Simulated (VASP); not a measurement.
Wanted: the native input for a VASP 6.6.1 run.

| Property | Result |
| --- | --- |
| Task | single point |
| Functional | r2SCAN |
| Potentials or basis | VASP PAW PBE potentials, release 64 (Ge_d, Zn, P) |
| Cutoff | 550 eV |
| k mesh | 5 × 5 × 5 |
| Occupations | fermi-dirac, width 0.0238 eV |
| Spin | no spin polarisation |
| Dipole correction | no |
| Further INCAR settings | ALGO = Normal; EDIFF = 1e-06; NBANDS = 46 |

Crystal: ZnGeP2.

```
Ge Zn P
1.0
     0.00000    5.52221    0.00000
     5.52221    0.00000    0.00000
     2.76111    2.76111   -5.44130
Ge Zn P
2 2 4
Direct
  0.50000 0.50000 0.00000
  0.25000 0.75000 0.50000
  0.00000 0.00000 0.00000
  0.75000 0.25000 0.50000
  0.37500 0.38900 0.75000
  0.61100 0.12500 0.25000
  0.87500 0.86100 0.75000
  0.13900 0.62500 0.25000
```

These files were run (other wordings do the same):

POSCAR

```
ZnGeP2
1.0
    0.0000000000      5.5222120000      0.0000000000
    5.5222120000      0.0000000000      0.0000000000
    2.7611060000      2.7611060000     -5.4413000000
Ge Zn P
2 2 4
Direct
    0.5000000000      0.5000000000      0.0000000000
    0.2500000000      0.7500000000      0.5000000000
    0.0000000000      0.0000000000      0.0000000000
    0.7500000000      0.2500000000      0.5000000000
    0.3750000000      0.3890000000      0.7500000000
    0.6110000000      0.1250000000      0.2500000000
    0.8750000000      0.8610000000      0.7500000000
    0.1390000000      0.6250000000      0.2500000000
```

INCAR.step1

```
PREC = Accurate
ENCUT = 550
ISMEAR = -1
SIGMA = 0.0238
LREAL = False
LASPH = True
NELM = 120
NBANDS = 46
GGA = PE
ALGO = Normal
EDIFF = 1E-5
LWAVE = True
LCHARG = False
GGA_COMPAT = False
```

INCAR.step2

```
PREC = Accurate
ENCUT = 550
EDIFF = 1E-6
ISMEAR = -1
SIGMA = 0.0238
LREAL = False
LASPH = True
NELM = 120
ALGO = Normal
ISIF = 2
LWAVE = False
LCHARG = False
METAGGA = R2SCAN
LMIXTAU = True
NBANDS = 46
ISTART = 1
GGA_COMPAT = False
```

KPOINTS

```
Automatic mesh
0
Gamma
  5 5 5
```

Potentials or basis: VASP PAW PBE potentials, release 64 (Ge_d, Zn, P).

Launch:

```console
$ cat potpaw_PBE.64/Ge_d/POTCAR potpaw_PBE.64/Zn/POTCAR potpaw_PBE.64/P/POTCAR > POTCAR
$ cp INCAR.step1 INCAR
$ mpirun -np 1 vasp_std > vasp.out
$ cp INCAR.step2 INCAR
$ mpirun -np 1 vasp_std > vasp.out
```

Results of the run:

```yaml
Pressure: -2.9 GPa
Largest_force: 0.510 eV/Å
Band_gap_on_the_k_mesh: 1.61 eV (least direct gap 1.67 eV)
```

Caveat: the PAW data sets were made with another functional, which shifts forces and pressure a little.

Wall time 10 min on 1 thread of Intel(R) Xeon(R) Platinum 8259CL CPU @ 2.50GHz (Skylake/Cascade Lake), on a shared host, peak memory 0.41 GiB.
